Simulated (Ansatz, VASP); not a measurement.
**One calculation of TiB, two programs**

The input POSCAR:

```
TiB
1.0
    0.0000000000      2.0484750000      1.9959500000
    2.0484750000      0.0000000000      1.9959500000
    2.0484750000      2.0484750000      0.0000000000
Ti B
1 1
Direct
    0.7500000000      0.7500000000      0.7500000000
    0.0000000000      0.0000000000      0.0000000000
```

Contents of INCAR.step1:

```
ALGO     = Normal         # electronic algorithm
EDIFF    = 1E-4           # SCF threshold, eV
ENCUT    = 520            # plane-wave cutoff, eV
GGA      = PE             # functional
ISMEAR   = 0              # smearing method
LASPH    = True           # aspherical terms in the spheres
LCHARG   = False          # write CHGCAR
LREAL    = False          # projectors in reciprocal space
LWAVE    = True           # write WAVECAR
NBANDS   = 14             # bands
NELM     = 80             # most SCF steps
PREC     = Accurate       # precision mode
SIGMA    = 0.15           # smearing width, eV
```

File INCAR.step2:

```
ALGO     = Normal         # electronic algorithm
EDIFF    = 1E-7           # SCF threshold, eV
ENCUT    = 520            # plane-wave cutoff, eV
ISIF     = 2              # what is computed and relaxed
ISMEAR   = 0              # smearing method
ISTART   = 1            
LASPH    = True           # aspherical terms in the spheres
LCHARG   = True           # write CHGCAR
LELF     = True           # ELF
LMIXTAU  = True         
LREAL    = False          # projectors in reciprocal space
LVHAR    = True         
LWAVE    = False          # write WAVECAR
METAGGA  = R2SCAN         # meta-GGA
NBANDS   = 14             # bands
NELM     = 80             # most SCF steps
PREC     = Accurate       # precision mode
SIGMA    = 0.15           # smearing width, eV
```

Contents of KPOINTS:

```
k-points
0
Gamma
  20 20 20
```

Input for Ansatz:

```yaml
crystal:
  lattice:
    - [0.0, 2.048475, 1.99595]
    - [2.048475, 0.0, 1.99595]
    - [2.048475, 2.048475, 0.0]
  atoms:
    - { symbol: Ti, position: [0.75, 0.75, 0.75] }
    - { symbol: B, position: [0.0, 0.0, 0.0] }
basis:
  ecutwfc: 500
kpoints:
  mp_grid: { grid: [20, 20, 20] }
hamiltonian:
  xc: r2scan
scf:
  occupations: { method: gaussian, width: 0.15 }
output:
  forces: true
  stress: true
  eigenvalues: true
```

Change from the starting cell: strain -0.025 along x and y, -0.050 along z, atoms carried along.

Alike in both runs: task single point; functional r2SCAN; k mesh 20 × 20 × 20; occupations gaussian, width 0.15 eV; no spin polarisation.

|  | VASP | Ansatz |
| --- | --- | --- |
| version | VASP 6.6.1 | Ansatz 0.2.0 |
| potentials or method | VASP PAW PBE potentials, release 64 (Ti_sv, B), cutoff 520 eV | scalar-relativistic, plane waves, PAW |
| valence electrons in the cell | 15 | 15 |

VASP gave:

```
gap on the k mesh at the Fermi level (eV)                     : none
pressure (GPa)                                                : 173.4
traceless stress, the component that is largest in VASP (GPa) : -5.65
```

Problem. Estimate Ansatz's values.

Solution. gap on the k mesh at the Fermi level (eV): none; pressure (GPa): 172.1; traceless stress, the component that is largest in VASP (GPa): -5.65.

VASP's potentials were made for PBE, not for r2SCAN. A gap of «none» marks a metal or a gap that the smearing closes. Both programs put the cell under a high pressure, so it lies far from rest at this level.

Noted on VASP's run: the cell as given lies far from equilibrium.
